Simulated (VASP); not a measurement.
# As (P-6m2) in VASP: single point with PBE

Aim: the single point of As with PBE.

All numbers are computed with VASP 6.6.1; they aren't measurements. Logs are shortened: lines on timing, memory, paths and dates and some standing lists are left out, and cuts for length are marked.

## Step 1: The cell of the first run

It takes space group P-6m2 (No. 187, hexagonal). The conventional cell has a = 3.305 Å, b = 3.305 Å, c = 5.209 Å, α = 90.00°, β = 90.00°, γ = 120.00°. Within 3.1 Å of As (site symmetry 3m) lie 5 As at 2.34 to 2.87 Å. Within 3.2 Å of As (site symmetry -6m2) lie 6 As at 2.39 Å.

## Step 2: Single point, PBE

File INCAR:

```
PREC = Accurate
ENCUT = 520
EDIFF = 1E-7
ISMEAR = 0
SIGMA = 0.1
LREAL = False
LASPH = True
NELM = 100
ALGO = Normal
ISIF = 2
LWAVE = False
LCHARG = False
GGA = PE
NBANDS = 14
```

File KPOINTS:

```
regular mesh
0
Gamma
  6 6 4
```

File POSCAR:

```
As
1.0
    3.3046626500      0.0000000000      0.0000000000
   -1.6523313200      2.8619218100      0.0000000000
    0.0000000000      0.0000000000      5.2094120600
As
3
Direct
    0.6666666700      0.3333333300      0.7249647000
    0.6666666700      0.3333333300      0.2750353000
    0.0000000000      0.0000000000      0.0000000000
```

Potentials or basis: VASP PAW PBE potentials, release 64 (As).

Command:

```sh
$ cat potpaw_PBE.64/As/POTCAR > POTCAR
$ mpirun -np 1 vasp_std > vasp.out
```

OUTCAR:

```text
PREC = Accurate
   ENCUT = 520
   EDIFF = 1E-7
   ISMEAR = 0
   LREAL = False
   LASPH = True
   NELM = 100
   ISIF = 2
   GGA = PE

 ion  position               nearest neighbor table
   1  0.667  0.333  0.725-   2 2.34   3 2.39   3 2.39   3 2.39   2 2.87
   2  0.667  0.333  0.275-   1 2.34   3 2.39   3 2.39   3 2.39   1 2.87
   3  0.000  0.000  0.000-   1 2.39   2 2.39   1 2.39   2 2.39   1 2.39   2 2.39

  LATTYP: Found a hexagonal cell.
 ALAT       =     3.3046626500
 C/A-ratio  =     1.5763824062

  Lattice vectors:

 A1 = (   3.3046626500,   0.0000000000,   0.0000000000)
 A2 = (  -1.6523313200,   2.8619218100,   0.0000000000)
 A3 = (   0.0000000000,   0.0000000000,   5.2094120600)

Analysis of symmetry for initial positions (statically):
=====================================================================
 Subroutine PRICEL returns:
 Original cell was already a primitive cell.

 Routine SETGRP: Setting up the symmetry group for a
 hexagonal supercell.

 Subroutine GETGRP returns: Found 12 space group operations
 (whereof 12 operations were pure point group operations)
 out of a pool of 24 trial point group operations.

The static configuration has the point symmetry D_3h.

Analysis of symmetry for dynamics (positions and initial velocities):
=====================================================================
 Subroutine PRICEL returns:
 Original cell was already a primitive cell.

 Routine SETGRP: Setting up the symmetry group for a
 hexagonal supercell.

 Subroutine GETGRP returns: Found 12 space group operations
 (whereof 12 operations were pure point group operations)
 out of a pool of 24 trial point group operations.

The dynamic configuration has the point symmetry D_3h.

 Subroutine INISYM returns: Found 12 space group operations
 (whereof 12 operations are pure point group operations),
 and found     1 'primitive' translations

----------------------------------------------------------------------------------------

                                     Primitive cell

  volume of cell :      49.2690

  direct lattice vectors                    reciprocal lattice vectors
     3.304662650  0.000000000  0.000000000     0.302602748  0.174707777  0.000000000
    -1.652331320  2.861921810  0.000000000     0.000000000  0.349415556  0.000000000
     0.000000000  0.000000000  5.209412060     0.000000000  0.000000000  0.191960242

  length of vectors
     3.304662650  3.304662651  5.209412060     0.349415556  0.349415556  0.191960242

  position of ions in fractional coordinates (direct lattice)
     0.666666670  0.333333330  0.724964700
     0.666666670  0.333333330  0.275035300
     0.000000000  0.000000000  0.000000000

  ion indices of the primitive-cell ions
   primitive index   ion index
                 1           1
                 2           2
                 3           3

----------------------------------------------------------------------------------------

 KPOINTS: regular mesh

Automatic generation of k-mesh.
 Grid dimensions read from file:
 generate k-points for:    6    6    4

 Generating k-lattice:

  Cartesian coordinates                     Fractional coordinates (reciprocal lattice)
     0.050433791  0.029117963  0.000000000     0.166666667  0.000000000  0.000000000
     0.000000000  0.058235926  0.000000000     0.000000000  0.166666667  0.000000000
     0.000000000  0.000000000  0.047990061     0.000000000  0.000000000  0.250000000

  Length of vectors
     0.058235926  0.058235926  0.047990061

  Shift w.r.t. Gamma in fractional coordinates (k-lattice)
     0.000000000  0.000000000  0.000000000

 Subroutine IBZKPT returns following result:
 ===========================================

 Found     21 irreducible k-points:

 Following reciprocal coordinates:
            Coordinates               Weight
  0.000000  0.000000  0.000000      1.000000
  0.166667  0.000000  0.000000      6.000000
  0.333333  0.000000  0.000000      6.000000
  0.500000  0.000000  0.000000      3.000000
  0.166667  0.166667  0.000000      6.000000
  0.333333  0.166667  0.000000     12.000000
[... 13 lines left out ...]
  0.333333  0.166667  0.500000     12.000000
  0.333333  0.333333  0.500000      2.000000
   k-points           NKPTS =     21   k-points in BZ     NKDIM =     21   number of bands    NBANDS=     14
   number of dos      NEDOS =    301   number of ions     NIONS =      3
   total plane-waves  NPLWV =  31360
   dimension x,y,z NGX =    28 NGY =   28 NGZ =   40
   dimension x,y,z NGXF=    56 NGYF=   56 NGZF=   80
   ions per type =               3
   NGX,Y,Z   is equivalent  to a cutoff of  14.09, 14.09, 12.77 a.u.
   NGXF,Y,Z  is equivalent  to a cutoff of  28.17, 28.17, 25.53 a.u.
 SYSTEM =  unknown system
   PREC   = accura    normal or accurate (medium, high low for compatibility)
   ISTART =      0    job   : 0-new  1-cont  2-samecut
   ICHARG =      2    charge: 1-file 2-atom 10-const
   ISPIN  =      1    spin polarized calculation?
   LNONCOLLINEAR =      F non collinear calculations
   LSORBIT =      F    spin-orbit coupling
   LASPH  =      T    aspherical Exc in radial PAW
   ENCUT  =  520.0 eV  38.22 Ry    6.18 a.u.   6.14  6.14  9.69*2*pi/ulx,y,z
   NELM   =    100;   NELMIN=  2; NELMDL= -5     # of ELM steps
   EDIFF  = 0.1E-06   stopping-criterion for ELM
   LREAL  =      F    real-space projection
   EDIFFG = 0.1E-05   stopping-criterion for IOM
   NSW    =      0    number of steps for IOM
   IBRION =     -1    ionic relax: 0-MD 1-quasi-New 2-CG
   NFREE  =      0    steps in history (QN), initial steepest desc. (CG)
   ISIF   =      2    stress and relaxation
   ISYM   =      2    0-nonsym 1-usesym 2-fastsym
   POTIM  = 0.5000    time-step for ionic-motion
   TEBEG  =    0.0;   TEEND  =   0.0 temperature during run
   PSTRESS=    0.0 pullay stress
   NELECT =      15.0000    total number of electrons
   NUPDOWN=      -1.0000    fix difference up-down
   EMIN   =  10.00;   EMAX   =-10.00  energy-range for DOS
   EFERMI =   0.00;   METHOD = LEGACY
   ISMEAR =     0;   SIGMA  =   0.10  broadening in eV -4-tet -1-fermi 0-gaus
   EFERMI_NEDOS =   21; number of points for ismear=-14 and -15
   IALGO  =     38    algorithm
   IMIX   =      4    mixing-type and parameters
     AMIX     =   0.40;   BMIX     =  1.00
     AMIX_MAG =   1.60;   BMIX_MAG =  1.00
  volume/ion in A,a.u.               =      16.42       110.83
  Fermi-wavevector in a.u.,A,eV,Ry     =   1.101321  2.081196 16.502624  1.212909
  Thomas-Fermi vector in A             =   2.237747
   LORBIT       =      0    0 simple, 1 ext, 2 COOP (PROOUT), +10 PAW based schemes
   GGA     = PE    functional components
   LHFCALC =     F    Hartree Fock is set to
   AEXX    =    0.0000 exact exchange contribution
   IVDW    =     0    specifies the selected vdW correction
   LEPSILON=     F    determine dielectric tensor
   LRPA    =     F    only Hartree local field effects (RPA)
 non-spin polarized calculation
 Gauss-broadening in eV      SIGMA  =   0.10
  energy-cutoff  :      520.00
  volume of cell :       49.27
 maximum number of plane-waves:      1342
 NGX is ok and might be reduce to    28
   NGX = 13   NGY = 13   NGZ = 19

 number of electron      14.9999998 magnetization

 Free energy of the ion-electron system (eV)
  ---------------------------------------------------
  ext. energy  EPLUGINS =         0.00000000
  ---------------------------------------------------
  free energy    TOTEN  =       -10.44771370 eV

  energy without entropy =      -10.43944019  energy(sigma->0) =      -10.44357695

 E-fermi :   8.5312     XC(G=0): -11.1611

 val. band max:        8.4310230164   @ k =   0.3333   0.0000   0.2500
 cond. band min:       8.5463599283   @ k =   0.1667   0.1667   0.0000
 fundamental gap:      0.1153369119
 Fermi energy:         8.5312479628

 k-point     1 :       0.0000    0.0000    0.0000
  band No.  band energies     occupation
      1      -9.6911      2.00000
      2      -4.0669      2.00000
      3      -2.2379      2.00000
      4       6.2233      2.00000
      5       6.2233      2.00000
      6       8.6349      0.14281
      7      10.4378      0.00000
      8      10.4378      0.00000
      9      11.0148      0.00000
     10      11.1070      0.00000
     11      11.1070      0.00000
     12      14.0582      0.00000
     13      15.1799      0.00000
     14      16.2106      0.00000

 k-point     2 :       0.1667    0.0000    0.0000
  band No.  band energies     occupation
      1      -9.2225      2.00000
      2      -3.6083      2.00000
      3      -1.9898      2.00000
      4       2.9878      2.00000
      5       5.2556      2.00000
      6       7.9421      2.00000
      7       8.6275      0.17346
      8      10.4515      0.00000
      9      10.9499      0.00000
     10      11.5336      0.00000
     11      11.9716      0.00000
     12      14.1252      0.00000
     13      15.3017      0.00000
     14      15.7958      0.00000

 k-point     3 :       0.3333    0.0000    0.0000
  band No.  band energies     occupation
      1      -7.8741      2.00000
      2      -2.3295      2.00000
      3      -2.3176      2.00000
      4       0.3716      2.00000
      5       4.0593      2.00000
      6       4.3139      2.00000
      7       6.5969      2.00000
      8       9.3625      0.00000
      9       9.4985      0.00000
     10      12.0624      0.00000
     11      12.3903      0.00000
     12      14.6520      0.00000
     13      15.2411      0.00000
     14      18.2598      0.00000

 k-point     4 :       0.5000    0.0000    0.0000
  band No.  band energies     occupation
      1      -6.4558      2.00000
      2      -4.0974      2.00000
      3      -1.1024      2.00000
      4       0.5137      2.00000
      5       2.2563      2.00000
      6       3.6129      2.00000
      7       5.4673      2.00000
      8       8.5747      0.53911
      9       9.1192      0.00000
     10      11.9473      0.00000
     11      12.3628      0.00000
     12      14.8826      0.00000
     13      15.0548      0.00000
     14      19.3882      0.00000

 k-point     5 :       0.1667    0.1667    0.0000
  band No.  band energies     occupation
      1      -8.3070      2.00000
      2      -2.7250      2.00000
      3      -1.8975      2.00000
      4       1.0228      2.00000
      5       3.0381      2.00000
      6       5.5480      2.00000
      7       8.3376      1.99383
      8       8.5464      0.83077
      9      10.5901      0.00000
     10      11.6855      0.00000
     11      13.0009      0.00000
[... 225 lines left out ...]
 k-point    19 :       0.1667    0.1667    0.5000
  band No.  band energies     occupation
      1      -7.8702      2.00000
      2      -5.1143      2.00000
      3       0.0168      2.00000
      4       3.0604      2.00000
      5       3.4715      2.00000
      6       5.6682      2.00000
      7       5.8432      2.00000
      8       6.7913      2.00000
      9      11.4565      0.00000
     10      11.8789      0.00000
     11      12.9900      0.00000
     12      14.3635      0.00000
     13      16.1118      0.00000
     14      16.2594      0.00000

 k-point    20 :       0.3333    0.1667    0.5000
  band No.  band energies     occupation
      1      -6.1597      2.00000
      2      -3.9664      2.00000
      3      -2.8230      2.00000
      4       1.4555      2.00000
      5       2.0061      2.00000
      6       5.1636      2.00000
      7       6.2941      2.00000
      8       7.0847      2.00000
      9      10.4619      0.00000
     10      11.6141      0.00000
     11      12.4170      0.00000
     12      13.9940      0.00000
     13      15.5396      0.00000
     14      16.8261      0.00000

 k-point    21 :       0.3333    0.3333    0.5000
  band No.  band energies     occupation
      1      -4.4159      2.00000
      2      -4.4094      2.00000
      3      -3.4611      2.00000
      4       0.5445      2.00000
      5       1.3706      2.00000
      6       3.6396      2.00000
      7       6.6020      2.00000
      8       7.8975      2.00000
      9      10.9515      0.00000
     10      11.6407      0.00000
     11      12.5557      0.00000
     12      15.3823      0.00000
     13      15.6380      0.00000
     14      16.8397      0.00000

------------------------ aborting loop because EDIFF is reached ----------------------------------------

  FORCE on cell =-STRESS in cart. coord.  units (eV):
  Direction    XX          YY          ZZ          XY          YZ          ZX
  --------------------------------------------------------------------------------------
  -------------------------------------------------------------------------------------
  Total       12.7492242     12.7492242     19.3130999      0.0000000      0.0000000      0.0000000
  in kB      414.5918226    414.5918238    628.0423970      0.0000007      0.0000000      0.0000000
  external PRESSURE =     485.7420144 kB  Pullay stress =       0.0000000 kB

 VOLUME and BASIS-vectors are now :
 -----------------------------------------------------------------------------
  energy-cutoff  :      520.00
  volume of cell :       49.27
      direct lattice vectors                 reciprocal lattice vectors
     3.304662650  0.000000000  0.000000000     0.302602748  0.174707777  0.000000000
    -1.652331320  2.861921810  0.000000000     0.000000000  0.349415556  0.000000000
     0.000000000  0.000000000  5.209412060     0.000000000  0.000000000  0.191960242

 POSITION                                       TOTAL-FORCE (eV/Angst)
 -----------------------------------------------------------------------------------
      1.65233      0.95397      3.77664        -0.000000     -0.000000     -3.663050
      1.65233      0.95397      1.43277        -0.000000      0.000000      3.663050
      0.00000      0.00000      0.00000         0.000000      0.000000      0.000000
 -----------------------------------------------------------------------------------
    total drift:                               -0.000007      0.000004      0.000000

  FREE ENERGIE OF THE ION-ELECTRON SYSTEM (eV)
  ---------------------------------------------------
  free  energy   TOTEN  =       -10.4477136985 eV

  energy  without entropy=      -10.4394401934  energy(sigma->0) =      -10.44357695
```

Run time: 35 s. Hardware: 1 thread of Intel Xeon 8259CL, shared host; peak memory 0.17 GiB.

What came out:

```yaml
Free_energy: -10.4477 eV
Pressure: 48.6 GPa
Largest_force: 3.663 eV/Å
```

Forces in eV/Å, atoms in the order of the input:
```
As   0.000  0.000 -3.663
As   0.000  0.000  3.663
As   0.000  0.000  0.000
```

Levels at points of the mesh, in eV from the Fermi level:
| k point | band 4 | band 5 | band 6 | band 7 | band 8 | band 9 | band 10 | band 11 | band 12 | band 13 |
| --- | --- | --- | --- | --- | --- | --- | --- | --- | --- | --- |
| (0.00, 0.00, 0.00) | -2.31 | -2.31 | 0.10 | 1.91 | 1.91 | 2.48 | 2.58 | 2.58 | 5.53 | 6.65 |
| (0.50, 0.00, 0.00) | -8.02 | -6.27 | -4.92 | -3.06 | 0.04 | 0.59 | 3.42 | 3.83 | 6.35 | 6.52 |
| (0.00, 0.00, 0.50) | -4.84 | -1.91 | -1.91 | 0.74 | 0.74 | 1.12 | 2.75 | 2.75 | 4.90 | 8.17 |
| (0.50, 0.00, 0.50) | -7.69 | -4.53 | -2.53 | -2.23 | -1.23 | 0.16 | 1.59 | 2.58 | 5.06 | 6.90 |

Caveat: the k points lie up to 0.37 Å⁻¹ apart; forces of over 1 eV/Å act on the atoms, so gaps and moduli don't describe the material at rest.
